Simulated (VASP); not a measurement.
**Os: single point with PBEsol**

The system is Os.

```
Os
1.0
     0.00000    1.73289    2.45030
     1.73289    0.00000    2.45030
     1.73289    1.73289    0.00000
Os
1
Direct
  0.00000 0.00000 0.00000
```

This cell differs from its parent crystal: ratio of the length along z to the lengths across it x 1.414, volume and fractional coordinates fixed.

| Item | Value |
| --- | --- |
| Program | VASP 6.6.1 |
| Task | single point |
| Functional | PBEsol |
| Potentials or basis | VASP PAW PBE potentials, release 64 (Os) |
| Cutoff | 520 eV |
| k mesh | 24 × 24 × 24 |
| Occupations | gaussian, width 0.15 eV |
| Spin | no spin polarisation |

The pressure is 11.3 GPa and the band gap on the k mesh is zero (bands 4 and 5 overlap by 3.73 eV).

Stress tensor (GPa, compression positive):
```
 44.76   0.00   0.00
  0.00  44.76   0.00
  0.00   0.00 -55.67
```

Levels at points of the mesh, in eV from the Fermi level:
```
           k point  band 2  band 3  band 4  band 5  band 6  band 7
(0.00, 0.00, 0.00)   -5.98   -4.06   -0.58   -0.58    2.83   13.78
(0.50, 0.00, 0.00)   -5.19   -1.04   -0.09    1.69    1.70    9.80
(0.50, 0.50, 0.00)   -6.97   -1.74    2.30    2.30    3.23    5.66
(0.50, 0.00, 0.50)   -6.00   -0.63    0.69    4.81    5.88    9.22
```

Run time: 3 min on 1 thread of Intel Xeon 8259CL, on a shared host, peak memory 0.28 GiB.

Caveat: the stress differs along the axes, from -56 to 45 GPa; the PAW data sets were made with another functional, which shifts forces and pressure a little; spin-orbit coupling is left out, which moves the levels of the heavy elements.
